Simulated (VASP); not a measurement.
Ir, 2 atoms in the cell. The typed cell holds 2 atoms: a = 3.569 Å, b = 3.569 Å, c = 4.533 Å, α = 103.07°, β = 103.07°, γ = 135.47°.  This cell differs from its parent crystal: volume scaled by 1.08.

* Program: VASP 6.6.1
* Task: single point
* Functional: LDA
* Potentials or basis: VASP PAW LDA potentials, release 64 (Ir)
* Cutoff: 520 eV
* k mesh: 17 × 17 × 10
* Occupations: fermi-dirac, width 0.1 eV
* Spin: no spin polarisation
* Dipole correction: no
* Further INCAR settings: ALGO = Normal; EDIFF = 1e-07; NBANDS = 16

Potentials or basis: VASP PAW LDA potentials, release 64 (Ir).

The run is started by

```console
$ cat potpaw_LDA.64/Ir/POTCAR > POTCAR
$ mpirun -np 1 vasp_std > vasp.out
```

Hardware: 1 thread of Intel(R) Xeon(R) 6975P-C (Granite Rapids) (shared host).

Q: How long does it take, and how much memory?

A: It took 3.4 min on 1 thread of Intel(R) Xeon(R) 6975P-C (Granite Rapids) (shared host), peak memory 0.44 GiB. Counts: scf iterations 12, k points 774.
